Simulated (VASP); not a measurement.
# AlNi (Pm-3m) in VASP: a series of runs, part 2 of 2

VASP 6.6.1.

### 3 Electric field gradients, PBE, collinear spin, ferromagnetic start (volume scaled by 1.01)

Contents of INCAR:

```
SYSTEM = AlNi
PREC = Accurate
ENCUT = 520
EDIFF = 1E-8
ISMEAR = -1
SIGMA = 0.05
LREAL = .FALSE.
LASPH = .TRUE.
NELM = 150
ALGO = Normal
ISIF = 2
LWAVE = .FALSE.
LCHARG = .FALSE.
ISPIN = 2
MAGMOM = 0 1.5
LORBIT = 11
LMAXMIX = 4
GGA = PE
LEFG = .TRUE.
NBANDS = 18
```

Contents of KPOINTS:

```
Automatic mesh
0
G
  13 13 13
  0 0 0
```

Contents of POSCAR:

```
AlNi
1.0
    2.8905714989      0.0000000000      0.0000000000
    0.0000000000      2.8905714989      0.0000000000
    0.0000000000      0.0000000000      2.8905714989
Al Ni
1 1
Direct
    0.0000000000      0.0000000000      0.0000000000
    0.5000000000      0.5000000000      0.5000000000
```

Potentials or basis: VASP PAW PBE potentials, release 64 (Al, Ni).

Started as:

```sh
$ cat potpaw_PBE.64/Al/POTCAR potpaw_PBE.64/Ni/POTCAR > POTCAR
$ mpirun -np 1 vasp_std > vasp.out
```

OUTCAR:

```text
SYSTEM = AlNi
   PREC = Accurate
   ENCUT = 520
   EDIFF = 1E-8
   ISMEAR = -1
   LREAL = .FALSE.
   LASPH = .TRUE.
   NELM = 150
   ISIF = 2
   ISPIN = 2
   LORBIT = 11
   GGA = PE

 ion  position               nearest neighbor table
   1  0.000  0.000  0.000-   2 2.50   2 2.50   2 2.50   2 2.50   2 2.50   2 2.50   2 2.50   2 2.50

   2  0.500  0.500  0.500-   1 2.50   1 2.50   1 2.50   1 2.50   1 2.50   1 2.50   1 2.50   1 2.50

  LATTYP: Found a simple cubic cell.
 ALAT       =     2.8905714989

  Lattice vectors:

 A1 = (   2.8905714989,   0.0000000000,   0.0000000000)
 A2 = (   0.0000000000,   2.8905714989,   0.0000000000)
 A3 = (   0.0000000000,   0.0000000000,   2.8905714989)

Analysis of symmetry for initial positions (statically):
=====================================================================
 Subroutine PRICEL returns:
 Original cell was already a primitive cell.

 Routine SETGRP: Setting up the symmetry group for a
[... 1231 lines left out ...]
    total drift:                                0.000000      0.000000     -0.000000

  FREE ENERGIE OF THE ION-ELECTRON SYSTEM (eV)
  ---------------------------------------------------
  free  energy   TOTEN  =       -10.5451638242 eV

  energy  without entropy=      -10.5401335247  energy(sigma->0) =      -10.54264867

 Electric field gradients (V/A^2)
---------------------------------------------------------------------
 ion       V_xx      V_yy      V_zz      V_xy      V_xz      V_yz
---------------------------------------------------------------------
   1       0.000     0.000     0.000    -0.000    -0.000     0.000
   2      -0.000    -0.000     0.000    -0.000     0.000    -0.000
---------------------------------------------------------------------

 Electric field gradients after diagonalization (V/A^2)
 (convention: |V_zz| > |V_xx| > |V_yy|)
----------------------------------------------------------------------
 ion       V_xx      V_yy      V_zz     asymmetry (V_yy - V_xx)/ V_zz
----------------------------------------------------------------------
   1       0.000     0.000     0.000      -0.309
   2      -0.000    -0.000     0.000       0.105
----------------------------------------------------------------------

           NMR quadrupolar parameters

 Cq : quadrupolar parameter    Cq=e*Q*V_zz/h
 eta: asymmetry parameters     (V_yy - V_xx)/ V_zz
 Q  : nuclear electric quadrupole moment in mb (millibarn)
----------------------------------------------------------------------
 ion       Cq(MHz)       eta       Q (mb)
----------------------------------------------------------------------
   1       0.000      -0.309       1.000
   2       0.000       0.105       1.000
----------------------------------------------------------------------

 total charge

# of ion       s       p       d       tot
------------------------------------------
    1        0.383   0.409   0.000   0.792
    2        0.471   0.508   8.470   9.448
--------------------------------------------------
tot          0.854   0.917   8.470  10.240

 magnetization (x)

# of ion       s       p       d       tot
------------------------------------------
    1        0.000   0.000   0.000   0.000
    2       -0.000   0.000  -0.000  -0.000
--------------------------------------------------
tot          0.000   0.000  -0.000  -0.000
```

OSZICAR:

```text
N       E                     dE             d eps       ncg     rms          rms(c)
DAV:   1     0.457652179704E+02    0.45765E+02   -0.50611E+03  6168   0.756E+02
DAV:   2    -0.925768474142E+01   -0.55023E+02   -0.48576E+02  6648   0.162E+02
DAV:   3    -0.118023528839E+02   -0.25447E+01   -0.25031E+01  7300   0.362E+01
DAV:   4    -0.118342969795E+02   -0.31944E-01   -0.31919E-01  7112   0.359E+00
DAV:   5    -0.118350205024E+02   -0.72352E-03   -0.72348E-03  7168   0.584E-01    0.131E+01
DAV:   6    -0.143071953112E+02   -0.24722E+01   -0.43792E+01  6960   0.779E+01    0.175E+01
DAV:   7    -0.105683241246E+02    0.37389E+01   -0.13296E+01  6870   0.457E+01    0.189E+00
DAV:   8    -0.105576137589E+02    0.10710E-01   -0.38526E-01  7998   0.587E+00    0.108E+00
DAV:   9    -0.105448125302E+02    0.12801E-01   -0.39248E-02  7272   0.178E+00    0.635E-01
DAV:  10    -0.105452174226E+02   -0.40489E-03   -0.16522E-03  8266   0.377E-01    0.200E-01
DAV:  11    -0.105450846146E+02    0.13281E-03   -0.15922E-03  7968   0.336E-01    0.983E-02
DAV:  12    -0.105451685274E+02   -0.83913E-04   -0.23450E-04  7464   0.142E-01    0.388E-02
DAV:  13    -0.105451634811E+02    0.50463E-05   -0.17663E-05  8012   0.447E-02    0.114E-02
DAV:  14    -0.105451640025E+02   -0.52141E-06   -0.22401E-06  8014   0.145E-02    0.628E-03
DAV:  15    -0.105451638729E+02    0.12962E-06   -0.11495E-07  8634   0.305E-03    0.184E-03
DAV:  16    -0.105451638301E+02    0.42812E-07   -0.72611E-09  3664   0.743E-04    0.647E-04
DAV:  17    -0.105451638242E+02    0.58510E-08   -0.11357E-09  3302   0.298E-04
   1 F= -.10545164E+02 E0= -.10542649E+02  d E =-.503030E-02  mag=     0.0000
```

stdout:

```text
POSCAR found type information on POSCAR AlNi
 POSCAR found :  2 types and       2 ions
 scaLAPACK will be used
 LDA part: xc-table for (Slater+PW92), standard interpolation
 POSCAR, INCAR and KPOINTS ok, starting setup
 FFT: planning ... GRIDC
 FFT: planning ... GRID_SOFT
 FFT: planning ... GRID
 WAVECAR not read
 entering main loop
ion   1

ion   2
```

It took 46 s on 1 thread of Intel Xeon 6975P-C (Granite Rapids), shared host; peak memory 0.18 GiB.

Results:

* Free energy: -10.5452 eV
* Pressure: 0.3 GPa
* Net moment: 0.00 μB per cell
* Valence electrons inside the program's atomic spheres: Al 0.79; Ni 9.45

Levels at points of the mesh, in eV from the Fermi level:
Spin up:
| k point | band 4 | band 5 | band 6 | band 7 | band 8 | band 9 |
| --- | --- | --- | --- | --- | --- | --- |
| (0.00, 0.00, 0.00) | -1.50 | -1.50 | -1.50 | 5.48 | 5.48 | 5.48 |
Spin down:
```csv
k point,band 2,band 3,band 4,band 5,band 6,band 7,band 8,band 9,band 10,band 11
"(0.00, 0.00, 0.00)",-3.16,-3.16,-1.50,-1.50,-1.50,5.48,5.48,5.48,8.11,8.11
```

Caveat: the starting moments collapsed, and a magnetic state may lie lower; without QUAD_EFG the Cq values of the log hold for a quadrupole moment of 1 mb, not for the nuclei.
